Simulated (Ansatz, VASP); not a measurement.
## Two plane-wave programs on HgTe

INCAR

```
SYSTEM = HgTe
PREC = Accurate
ENCUT = 520
EDIFF = 1E-7
ISMEAR = 0
SIGMA = 0.15
LREAL = .False.
LASPH = .True.
NELM = 100
ALGO = Normal
ISIF = 2
LWAVE = .False.
LCHARG = .False.
GGA = PE
NBANDS = 16
```

KPOINTS

```
Automatic mesh
0
Gamma
  16 16 16
  0 0 0
```

Contents of POSCAR:

```
HgTe
1.0
    0.0000000000      3.3247980866      3.3247980866
    3.3247980866      0.0000000000      3.3247980866
    3.3247980866      3.3247980866      0.0000000000
Hg Te
1 1
Direct
   -0.0086096263     -0.0086096263      0.0086096263
    0.7635346565      0.7635346565      0.7364653435
```

Input for Ansatz:

```yaml
crystal:
  lattice:
    - [0.0, 3.3247980766, 3.3247980766]
    - [3.3247980766, 0.0, 3.3247980766]
    - [3.3247980766, 3.3247980766, 0.0]
  atoms:
    - { symbol: Hg, position: [-0.0086096264, -0.0086096264, 0.0086096264] }
    - { symbol: Te, position: [0.7635346565, 0.7635346565, 0.7364653435] }
basis:
  ecutwfc: 420
kpoints:
  mp_grid: { grid: [16, 16, 16] }
hamiltonian:
  xc: pbe
scf:
  occupations: { method: gaussian, width: 0.15 }
output:
  forces: true
  stress: true
  eigenvalues: true
```

Change from the starting cell: mode 4 (96.6 1/cm) frozen in, largest displacement +0.090 Å.

Alike in both runs: task single point; functional PBE; k mesh 16 × 16 × 16; occupations gaussian, width 0.15 eV; no spin polarisation.

|  | VASP | Ansatz |
| --- | --- | --- |
| version | VASP 6.6.1 | Ansatz 0.2.0 |
| potentials or method | VASP PAW PBE potentials, release 64 (Hg, Te), cutoff 520 eV | scalar-relativistic, plane waves, PAW |
| valence electrons in the cell | 18 | 36 |

|  | VASP | Ansatz | Ansatz less VASP |
| --- | --- | --- | --- |
| gap on the k mesh at the Fermi level (eV) | none | none | - |
| pressure (GPa) | 0.3 | 0.3 | -0.05 |
| traceless stress, the component that is largest in VASP (GPa) | 1.16 | 1.13 | -0.029 |
| rms of the force components (eV/Å) | 0.230 | 0.225 | -0.0051 |

Atom by atom the forces differ by 0.005 eV/Å (rms over components). A gap of «none» marks a metal or a gap that the smearing closes. VASP's potentials hold 18 valence electrons a cell and Ansatz's 36, so a difference there can come from the potentials and not from the codes.

Neither program's run includes spin-orbit coupling.
